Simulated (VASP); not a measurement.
Input of a VASP 6.6.1 run:

Contents of INCAR:

```
PREC = Accurate ; ENCUT = 600
EDIFF = 1E-6 ; ISMEAR = -1
SIGMA = 0.05 ; LREAL = False
LASPH = True ; NELM = 120
ALGO = Normal ; ISIF = 2
LWAVE = False ; LCHARG = False
GGA = RP ; NBANDS = 20
GGA_COMPAT = False
```

File KPOINTS:

```
regular mesh
0
Gamma
  11 11 3
```

Contents of POSCAR:

```
Al2O3
1.0
    2.9031983905      0.0000000000      0.0000000000
   -1.4515991953      2.5142435583      0.0000000000
    0.0000000000      0.0000000000      9.2310998630
Al O
2 3
Direct
    0.0000000000      0.0000000000      0.8470715819
    0.0000000000      0.0000000000      0.1529284181
    0.3333333333      0.6666666667      0.7730729512
    0.6666666667      0.3333333333      0.0000000000
    0.3333333333      0.6666666667      0.2269270488
```

Potentials or basis: VASP PAW PBE potentials, release 64 (Al, O).

The run is started by

```sh
$ cat potpaw_PBE.64/Al/POTCAR potpaw_PBE.64/O/POTCAR > POTCAR
$ mpirun -np 1 vasp_std > vasp.out
```

Task: What does it give for the band gap on the k mesh?

Result: 4.64 eV (least direct gap 4.85 eV).

Task: Estimate the largest force.

Result: 0.059 eV/Å.

Forces on the atoms (eV/Å):
```
Al   0.000  0.000 -0.058
Al   0.000  0.000  0.058
O    0.000  0.000  0.059
O    0.000  0.000  0.000
O    0.000  0.000 -0.059
```

Caveat: the PAW data sets were made with another functional, which shifts forces and pressure a little; an odd mesh through Γ misses points on the zone boundary, where band edges can lie.
